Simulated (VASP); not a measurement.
**PbS (rocksalt type): single point with r2SCAN**

PbS (rocksalt type):

```
Pb S
1.0
     0.00000    2.86245    2.86245
     2.86245    0.00000    2.86245
     2.86245    2.86245    0.00000
Pb S
1 1
Direct
  0.00000 0.00000 0.00000
  0.50000 0.50000 0.50000
```

- Program: VASP 6.6.1
- Task: single point
- Functional: r2SCAN
- Potentials or basis: VASP PAW PBE potentials, release 64 (Pb_d, S)
- Cutoff: 520 eV
- k mesh: 12 × 12 × 12
- Occupations: fermi-dirac, width 0.05 eV
- Spin: no spin polarisation

```
Pressure               : 9.7 GPa
Band gap on the k mesh : 0.14 eV
```

Levels at points of the mesh, in eV from the valence-band top:
| k point | band 7 | band 8 | band 9 | band 10 | band 11 | band 12 | band 13 | band 14 |
| --- | --- | --- | --- | --- | --- | --- | --- | --- |
| (0.00, 0.00, 0.00) | -6.06 | -3.12 | -3.12 | -3.12 | 5.69 | 5.69 | 5.69 | 6.64 |
| (0.50, 0.00, 0.00) | -10.04 | -2.61 | -2.61 | 0.00 | 0.14 | 1.70 | 1.70 | 9.14 |
| (0.50, 0.50, 0.00) | -7.75 | -6.59 | -4.58 | -4.58 | 3.46 | 6.22 | 6.34 | 6.34 |

It took 5.2 min on 1 thread of Intel Xeon 8259CL, on a shared host, peak memory 0.21 GiB.

Caveat: the cell stands under pressure; the PAW data sets were made with another functional, which shifts forces and pressure a little; spin-orbit coupling is left out, which moves the levels of the heavy elements. A k mesh can miss the band edges.
